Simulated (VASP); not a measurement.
# BSe in VASP: further runs

Runs on BSe. Level: PBE. Tasks: relaxation of cell and atoms, single point.

All numbers are computed with VASP 6.6.1; they aren't measurements. Logs are shortened: lines on timing, memory, paths and dates and some standing lists are left out, and cuts for length are marked.

### 1 The cell of the first run

Symmetry: Fm-3m, No. 225, cubic system. Conventional cell: a = 5.097 Å, b = 5.097 Å, c = 5.097 Å, α = 90.00°, β = 90.00°, γ = 90.00°. B (site symmetry m-3m) has 6 Se at 2.55 Å within 3.4 Å. Se (site symmetry m-3m) has 6 B at 2.55 Å within 3.4 Å.

### 2 Relaxation of cell and atoms, PBE

The input, INCAR:

```
PREC     = Accurate       # precision mode
ENCUT    = 500            # plane-wave cutoff, eV
EDIFF    = 1E-7           # SCF threshold, eV
ISMEAR   = 0              # smearing method
SIGMA    = 0.1            # smearing width, eV
LREAL    = False          # projectors in reciprocal space
LASPH    = True           # aspherical terms in the spheres
NELM     = 120            # most SCF steps
ALGO     = Normal         # electronic algorithm
ISIF     = 3              # what is computed and relaxed
LWAVE    = False          # write WAVECAR
LCHARG   = False          # write CHGCAR
GGA      = PE             # functional
IBRION   = 2              # ionic algorithm
NSW      = 90             # ionic steps
EDIFFG   = -0.04          # ionic threshold
GGA_COMPAT= False        
NELMIN   = 4
```

The input, KPOINTS:

```
Automatic mesh
0
Gamma
  6 6 6
```

The input, POSCAR:

```
BSe
1.0
    0.0000000000      2.5485432202      2.5485432202
    2.5485432202      0.0000000000      2.5485432202
    2.5485432202      2.5485432202      0.0000000000
B Se
1 1
Direct
    0.0000000000      0.0000000000      0.0000000000
    0.5000000000      0.5000000000      0.5000000000
```

Potentials or basis: VASP PAW PBE potentials, release 64 (B, Se).

Run with:

```sh
> cat potpaw_PBE.64/B/POTCAR potpaw_PBE.64/Se/POTCAR > POTCAR
> mpirun -np 1 vasp_std > vasp.out
```

OUTCAR:

```text
PREC = Accurate
   ENCUT = 500
   EDIFF = 1E-7
   ISMEAR = 0
   LREAL = False
   LASPH = True
   NELM = 120
   ISIF = 3
   GGA = PE
   IBRION = 2
   NSW = 90
   EDIFFG = -0.04
   NELMIN = 4

 ion  position               nearest neighbor table
   1  0.000  0.000  0.000-
   2  0.500  0.500  0.500-

  LATTYP: Found a face centered cubic cell.
 ALAT       =     5.0970864404

  Lattice vectors:

 A1 = (   0.0000000000,   2.5485432202,   2.5485432202)
 A2 = (   2.5485432202,   0.0000000000,   2.5485432202)
 A3 = (   2.5485432202,   2.5485432202,   0.0000000000)

Analysis of symmetry for initial positions (statically):
=====================================================================
 Subroutine PRICEL returns:
 Original cell was already a primitive cell.

 Routine SETGRP: Setting up the symmetry group for a
 face centered cubic supercell.

 Subroutine GETGRP returns: Found 48 space group operations
 (whereof 48 operations were pure point group operations)
 out of a pool of 48 trial point group operations.

The static configuration has the point symmetry O_h .

Analysis of symmetry for dynamics (positions and initial velocities):
=====================================================================
 Subroutine PRICEL returns:
 Original cell was already a primitive cell.

 Routine SETGRP: Setting up the symmetry group for a
 face centered cubic supercell.

 Subroutine GETGRP returns: Found 48 space group operations
 (whereof 48 operations were pure point group operations)
 out of a pool of 48 trial point group operations.

The dynamic configuration has the point symmetry O_h .

 Subroutine INISYM returns: Found 48 space group operations
 (whereof 48 operations are pure point group operations),
 and found     1 'primitive' translations

----------------------------------------------------------------------------------------

                                     Primitive cell

  volume of cell :      33.1059

  direct lattice vectors                    reciprocal lattice vectors
     0.000000000  2.548543220  2.548543220    -0.196190512  0.196190512  0.196190512
     2.548543220  0.000000000  2.548543220     0.196190512 -0.196190512  0.196190512
     2.548543220  2.548543220  0.000000000     0.196190512  0.196190512 -0.196190512

  length of vectors
     3.604184386  3.604184386  3.604184386     0.339811935  0.339811935  0.339811935

  position of ions in fractional coordinates (direct lattice)
     0.000000000  0.000000000  0.000000000
     0.500000000  0.500000000  0.500000000

  ion indices of the primitive-cell ions
   primitive index   ion index
[... 52 lines left out ...]
   ions per type =               1   1
   NGX,Y,Z   is equivalent  to a cutoff of  12.92, 12.92, 12.92 a.u.
   NGXF,Y,Z  is equivalent  to a cutoff of  25.83, 25.83, 25.83 a.u.
 SYSTEM =  unknown system
   PREC   = accura    normal or accurate (medium, high low for compatibility)
   ISTART =      0    job   : 0-new  1-cont  2-samecut
   ICHARG =      2    charge: 1-file 2-atom 10-const
   ISPIN  =      1    spin polarized calculation?
   LNONCOLLINEAR =      F non collinear calculations
   LSORBIT =      F    spin-orbit coupling
   LASPH  =      T    aspherical Exc in radial PAW
   ENCUT  =  500.0 eV  36.75 Ry    6.06 a.u.   6.57  6.57  6.57*2*pi/ulx,y,z
   NELM   =    120;   NELMIN=  4; NELMDL= -5     # of ELM steps
   EDIFF  = 0.1E-06   stopping-criterion for ELM
   LREAL  =      F    real-space projection
   EDIFFG = -.4E-01   stopping-criterion for IOM
   NSW    =     90    number of steps for IOM
   IBRION =      2    ionic relax: 0-MD 1-quasi-New 2-CG
   NFREE  =      1    steps in history (QN), initial steepest desc. (CG)
   ISIF   =      3    stress and relaxation
   ISYM   =      2    0-nonsym 1-usesym 2-fastsym
   POTIM  = 0.5000    time-step for ionic-motion
   TEBEG  =    0.0;   TEEND  =   0.0 temperature during run
   PSTRESS=    0.0 pullay stress
   NELECT =       9.0000    total number of electrons
   NUPDOWN=      -1.0000    fix difference up-down
   EMIN   =  10.00;   EMAX   =-10.00  energy-range for DOS
   EFERMI =   0.00;   METHOD = LEGACY
   ISMEAR =     0;   SIGMA  =   0.10  broadening in eV -4-tet -1-fermi 0-gaus
   EFERMI_NEDOS =   21; number of points for ismear=-14 and -15
   IALGO  =     38    algorithm
   IMIX   =      4    mixing-type and parameters
     AMIX     =   0.40;   BMIX     =  1.00
     AMIX_MAG =   1.60;   BMIX_MAG =  1.00
  volume/ion in A,a.u.               =      16.55       111.70
  Fermi-wavevector in a.u.,A,eV,Ry     =   1.060524  2.004099 15.302612  1.124710
  Thomas-Fermi vector in A             =   2.195908
   LORBIT       =      0    0 simple, 1 ext, 2 COOP (PROOUT), +10 PAW based schemes
   GGA     = PE    functional components
   LHFCALC =     F    Hartree Fock is set to
   AEXX    =    0.0000 exact exchange contribution
   IVDW    =     0    specifies the selected vdW correction
   LEPSILON=     F    determine dielectric tensor
   LRPA    =     F    only Hartree local field effects (RPA)
 conjugate gradient relaxation of ions
 non-spin polarized calculation
 Gauss-broadening in eV      SIGMA  =   0.10
  energy-cutoff  :      500.00
  volume of cell :       33.11
 maximum number of plane-waves:       869
 NGX is ok and might be reduce to    28
   NGX = 13   NGY = 13   NGZ = 13

--------------------------------------- Ionic step        1  -------------------------------------------

 number of electron       9.0000001 magnetization

 Free energy of the ion-electron system (eV)
  ---------------------------------------------------
  ext. energy  EPLUGINS =         0.00000000
  ---------------------------------------------------
  free energy    TOTEN  =        -7.87500712 eV

  energy without entropy =       -7.86975017  energy(sigma->0) =       -7.87237865

 E-fermi :   4.0560     XC(G=0): -10.2061

 val. band max:        3.9353589184   @ k =   0.5000   0.1667   0.0000
 cond. band min:       4.1336484245   @ k =   0.5000   0.3333   0.1667
 fundamental gap:      0.1982895061
 Fermi energy:         4.0559525858

 k-point     1 :       0.0000    0.0000    0.0000
  band No.  band energies     occupation
      1     -10.7646      2.00000
      2       2.5496      2.00000
      3       3.0060      2.00000
      4       3.0060      2.00000
      5       3.0060      2.00000
      6       9.0356      0.00000
      7       9.0356      0.00000
      8       9.0356      0.00000
[... 234 lines left out ...]
--------------------------------------- Ionic step        3  -------------------------------------------

 number of electron       9.0000000 magnetization

 Free energy of the ion-electron system (eV)
  ---------------------------------------------------
  ext. energy  EPLUGINS =         0.00000000
  ---------------------------------------------------
  free energy    TOTEN  =        -8.33493909 eV

  energy without entropy =       -8.33170440  energy(sigma->0) =       -8.33332174

 E-fermi :   6.9871     XC(G=0): -11.2809

 val. band max:        6.6234584961   @ k =   0.5000   0.1667   0.0000
 cond. band min:       7.0684079166   @ k =   0.5000   0.3333   0.1667
 fundamental gap:      0.4449494205
 Fermi energy:         6.9870659878

 k-point     1 :       0.0000    0.0000    0.0000
  band No.  band energies     occupation
      1     -10.1324      2.00000
      2       5.5320      2.00000
      3       5.5320      2.00000
      4       5.5320      2.00000
      5       7.4631      0.00000
      6      12.8678      0.00000
      7      12.8678      0.00000
      8      12.8678      0.00000
[... 192 lines left out ...]
  FREE ENERGIE OF THE ION-ELECTRON SYSTEM (eV)
  ---------------------------------------------------
  free  energy   TOTEN  =        -8.3349390884 eV

  energy  without entropy=       -8.3317043956  energy(sigma->0) =       -8.33332174

 reached required accuracy - stopping structural energy minimisation
```

CONTCAR:

```text
BSe
   1.00000000000000
    -0.0000000000000000    2.3478654832136860    2.3478654832136860
     2.3478654832136860   -0.0000000000000000    2.3478654832136860
     2.3478654832136860    2.3478654832136860    0.0000000000000000
  B               Se
     1     1
Direct
     0.0000000000000000    0.0000000000000000    0.0000000000000000
     0.5000000000000000    0.5000000000000000    0.5000000000000000

  0.00000000E+00  0.00000000E+00  0.00000000E+00
  0.00000000E+00  0.00000000E+00  0.00000000E+00
```

Wall time 10 s (1 thread of AMD EPYC 7R13 (Zen 3), shared host); peak memory 0.13 GiB.

Results:

```
Free energy                           : -8.3349 eV
Relaxed volume                        : 12.94 Å³/atom
Relaxed cell                          : a = 3.320 Å, b = 3.320 Å, c = 3.320 Å, α = 60.00°, β = 60.00°, γ = 60.00°
Space group after relaxing (to 0.1 Å) : Fm-3m (No. 225)
Energy gained by relaxing             : 230.0 meV/atom
Ionic steps                           : 3
Pressure after relaxing               : 0.0 GPa
Band gap on the k mesh                : zero (an odd number of electrons rules out a gap without spin polarisation)
```

The path:
| step | energy change (eV) | largest force (eV/Å) | pressure (GPa) | volume (Å³) |
| --- | --- | --- | --- | --- |
| 1 | 0.0000 | 0.0000 | -16.26 | 33.11 |
| 2 | -0.4594 | 0.0000 | 0.92 | 25.69 |
| 3 | -0.4599 | 0.0000 | -0.01 | 25.89 |

Final structure:
```xyz
2
Lattice="0.0000 2.3479 2.3479 2.3479 0.0000 2.3479 2.3479 2.3479 0.0000" Properties=species:S:1:pos:R:3 pbc="T T T"
B     0.0000    0.0000    0.0000
Se    2.3479    2.3479    2.3479
```

Caveat: the volume moved by over 15 % at a fixed basis, so the end points are rough.

### 3 Relaxation of cell and atoms, PBE

This run uses another cell than the first one, of 17.46 Å³/atom.

The input, INCAR:

```
SYSTEM = BSe
PREC     = Accurate       ! precision mode
ENCUT    = 500            ! plane-wave cutoff, eV
EDIFF    = 1E-7           ! SCF threshold, eV
ISMEAR   = 0              ! smearing method
SIGMA    = 0.1            ! smearing width, eV
LREAL    = .FALSE.        ! projectors in reciprocal space
LASPH    = .TRUE.         ! aspherical terms in the spheres
NELM     = 120            ! most SCF steps
ALGO     = Normal         ! electronic algorithm
ISIF     = 3              ! what is computed and relaxed
LWAVE    = .FALSE.        ! write WAVECAR
LCHARG   = .FALSE.        ! write CHGCAR
GGA      = PE             ! functional
IBRION   = 2              ! ionic algorithm
NSW      = 90             ! ionic steps
EDIFFG   = -0.04          ! ionic threshold
GGA_COMPAT= .FALSE.      
NELMIN   = 4
```

The input, KPOINTS:

```
regular mesh
0
G
  6 6 6
  0 0 0
```

The input, POSCAR:

```
BSe
1.0
    1.8253612006      1.0538727806      3.0258206078
   -1.8253612006      1.0538727806      3.0258206078
    0.0000000000     -2.1077455611      3.0258206078
B Se
1 1
Direct
    0.0000000000      0.0000000000      0.0000000000
    0.5000000000      0.5000000000      0.5000000000
```

Potentials or basis: VASP PAW PBE potentials, release 64 (B, Se).

Run with:

```sh
> cat potpaw_PBE.64/B/POTCAR potpaw_PBE.64/Se/POTCAR > POTCAR
> mpirun -np 1 vasp_std > vasp.out
```

OUTCAR:

```text
SYSTEM = BSe
   PREC = Accurate
   ENCUT = 500
   EDIFF = 1E-7
   ISMEAR = 0
   LREAL = .FALSE.
   LASPH = .TRUE.
   NELM = 120
   ISIF = 3
   GGA = PE
   IBRION = 2
   NSW = 90
   EDIFFG = -0.04
   NELMIN = 4

 ion  position               nearest neighbor table
   1  0.000  0.000  0.000-
   2  0.500  0.500  0.500-

  LATTYP: Found a trigonal (rhomboedric) cell.
 ALAT       =     3.6875712469
 COS(alpha) =     0.5099427870

  Lattice vectors:

 A1 = (   1.8253612006,   1.0538727806,   3.0258206078)
 A2 = (  -1.8253612006,   1.0538727806,   3.0258206078)
 A3 = (   0.0000000000,  -2.1077455611,   3.0258206078)

Analysis of symmetry for initial positions (statically):
=====================================================================
 Subroutine PRICEL returns:
 Original cell was already a primitive cell.

 Routine SETGRP: Setting up the symmetry group for a
 trigonal (rhombohedral) supercell.

 Subroutine GETGRP returns: Found 12 space group operations
 (whereof 12 operations were pure point group operations)
 out of a pool of 12 trial point group operations.

The static configuration has the point symmetry D_3d.

Analysis of symmetry for dynamics (positions and initial velocities):
=====================================================================
 Subroutine PRICEL returns:
 Original cell was already a primitive cell.

 Routine SETGRP: Setting up the symmetry group for a
[... 144 lines left out ...]

--------------------------------------- Ionic step        1  -------------------------------------------

 number of electron       8.9999999 magnetization

 Free energy of the ion-electron system (eV)
  ---------------------------------------------------
  ext. energy  EPLUGINS =         0.00000000
  ---------------------------------------------------
  free energy    TOTEN  =        -7.68178179 eV

  energy without entropy =       -7.67371175  energy(sigma->0) =       -7.67774677

 E-fermi :   3.5112     XC(G=0):  -9.9778

 val. band max:        3.4726442977   @ k =   0.5000   0.5000   0.3333
 cond. band min:       3.5357449907   @ k =  -0.1667   0.3333   0.1667
 fundamental gap:      0.0631006930
 Fermi energy:         3.5112367124

 k-point     1 :       0.0000    0.0000    0.0000
  band No.  band energies     occupation
      1     -10.9043      2.00000
      2       1.6623      2.00000
      3       2.4083      2.00000
      4       2.5926      2.00000
      5       2.5926      2.00000
      6       8.2756      0.00000
      7       8.2756      0.00000
      8       8.3542      0.00000
[... 360 lines left out ...]
--------------------------------------- Ionic step        4  -------------------------------------------

 number of electron       9.0000000 magnetization

 Free energy of the ion-electron system (eV)
  ---------------------------------------------------
  ext. energy  EPLUGINS =         0.00000000
  ---------------------------------------------------
  free energy    TOTEN  =        -8.33515713 eV

  energy without entropy =       -8.33192266  energy(sigma->0) =       -8.33353989

 E-fermi :   6.9892     XC(G=0): -11.2817

 val. band max:        6.6272142785   @ k =   0.5000   0.5000   0.3333
 cond. band min:       7.0697564272   @ k =  -0.1667   0.3333   0.1667
 fundamental gap:      0.4425421487
 Fermi energy:         6.9892420812

 k-point     1 :       0.0000    0.0000    0.0000
  band No.  band energies     occupation
      1     -10.1320      2.00000
      2       5.5306      2.00000
      3       5.5356      2.00000
      4       5.5356      2.00000
      5       7.4670      0.00000
      6      12.8701      0.00000
      7      12.8701      0.00000
      8      12.8720      0.00000
[... 282 lines left out ...]
  FREE ENERGIE OF THE ION-ELECTRON SYSTEM (eV)
  ---------------------------------------------------
  free  energy   TOTEN  =        -8.3351571285 eV

  energy  without entropy=       -8.3319226604  energy(sigma->0) =       -8.33353989

 reached required accuracy - stopping structural energy minimisation
```

CONTCAR:

```text
BSe
   1.00000000000000
     1.6599412344498008    0.9583675185986330    2.7114426991805587
    -1.6599412344498008    0.9583675185986330    2.7114426991805587
    -0.0000000000000000   -1.9167350371167240    2.7114426991841594
  B               Se
     1     1
Direct
     0.0000000000000000    0.0000000000000000    1.0000000000000000
     0.5000000000000000    0.5000000000000000    0.5000000000000000

  0.00000000E+00  0.00000000E+00  0.00000000E+00
  0.00000000E+00  0.00000000E+00  0.00000000E+00
```

It took 21 s on 1 thread of AMD EPYC 7R13 (Zen 3), shared host; peak memory 0.13 GiB.

What came out:

- Free energy: -8.3352 eV
- Relaxed volume: 12.94 Å³/atom
- Relaxed cell: a = 3.321 Å, b = 3.321 Å, c = 3.321 Å, α = 59.99°, β = 59.99°, γ = 59.99°
- Space group after relaxing (to 0.1 Å): Fm-3m (No. 225)
- Energy gained by relaxing: 326.7 meV/atom
- Ionic steps: 4
- Pressure after relaxing: 0.0 GPa
- Band gap on the k mesh: zero (an odd number of electrons rules out a gap without spin polarisation)

The path:
```csv
step,energy change (eV),largest force (eV/Å),pressure (GPa),volume (Å³)
1,0.0000,0.0000,-17.38,34.92
2,-0.6514,0.0000,-1.40,26.20
3,-0.6529,0.0000,0.02,25.88
4,-0.6534,0.0000,0.01,25.88
```

Final structure:
```cif
data_structure
_symmetry_space_group_name_H-M 'P 1'
_symmetry_Int_Tables_number 1
_cell_length_a 3.3205
_cell_length_b 3.3205
_cell_length_c 3.3205
_cell_angle_alpha 59.987
_cell_angle_beta 59.987
_cell_angle_gamma 59.987
_cell_volume 25.88
loop_
_atom_site_label
_atom_site_type_symbol
_atom_site_fract_x
_atom_site_fract_y
_atom_site_fract_z
_atom_site_occupancy
B1 B 0.00000 0.00000 0.00000 1
Se1 Se 0.50000 0.50000 0.50000 1
```

Levels at points of the mesh, in eV from the Fermi level:
```csv
k point,band 2,band 3,band 4,band 5,band 6,band 7
"(0.00, 0.00, 0.00)",-1.46,-1.45,-1.45,0.48,5.88,5.88
"(0.50, 0.00, 0.00)",-9.98,-0.89,-0.89,0.77,0.78,2.18
"(0.50, 0.50, 0.00)",-8.31,-4.67,-4.66,-4.41,3.49,8.45
"(0.50, 0.50, 0.50)",-9.98,-0.89,-0.89,0.78,0.78,2.18
```

Caveat: the volume moved by over 15 % at a fixed basis, so the end points are rough.

### 4 Single point, PBE

This run uses another cell than the first one, of 13.02 Å³/atom.

The input, INCAR:

```
SYSTEM = BSe
PREC = Accurate
ENCUT = 500
EDIFF = 1E-6
ISMEAR = 0
SIGMA = 0.1
LREAL = .False.
LASPH = .True.
NELM = 120
ALGO = Normal
ISIF = 2
LWAVE = .False.
LCHARG = .True.
GGA = PE
LELF = .True.
LVHAR = .True.
NBANDS = 12
GGA_COMPAT = .False.
```

The input, KPOINTS:

```
Automatic mesh
0
Gamma
  20 20 20
  0 0 0
```

The input, POSCAR:

```
BSe
1.0
    0.0000000000      2.3524722493      2.3524722493
    2.3524722493      0.0000000000      2.3524722493
    2.3524722493      2.3524722493      0.0000000000
B Se
1 1
Direct
    0.0000000000      0.0000000000      0.0000000000
    0.5000000000      0.5000000000      0.5000000000
```

Run with:

```sh
> cat potpaw_PBE.64/B/POTCAR potpaw_PBE.64/Se/POTCAR > POTCAR
> mpirun -np 1 vasp_std > vasp.out
```

Run time: 39 s. Hardware: 1 thread of AMD EPYC 7R13 (Zen 3), shared host; peak memory 0.16 GiB.

The run converged. Its results:

```yaml
Free_energy: -8.3438 eV
Pressure: 0.1 GPa
Band_gap_on_the_k_mesh: zero (an odd number of electrons rules out a gap without spin polarisation)
```

Levels at points of the mesh, in eV from the Fermi level:
| k point | band 2 | band 3 | band 4 | band 5 | band 6 | band 7 |
| --- | --- | --- | --- | --- | --- | --- |
| (0.00, 0.00, 0.00) | -1.72 | -1.72 | -1.72 | 0.14 | 5.58 | 5.58 |
| (0.50, 0.00, 0.00) | -10.20 | -1.16 | -1.16 | 0.52 | 0.52 | 1.89 |
| (0.50, 0.50, 0.00) | -8.53 | -4.91 | -4.91 | -4.68 | 3.24 | 8.13 |

(Continued in part 2 of 2.)

The gap in the log of VASP goes by the Fermi energy; the results here count the filled bands.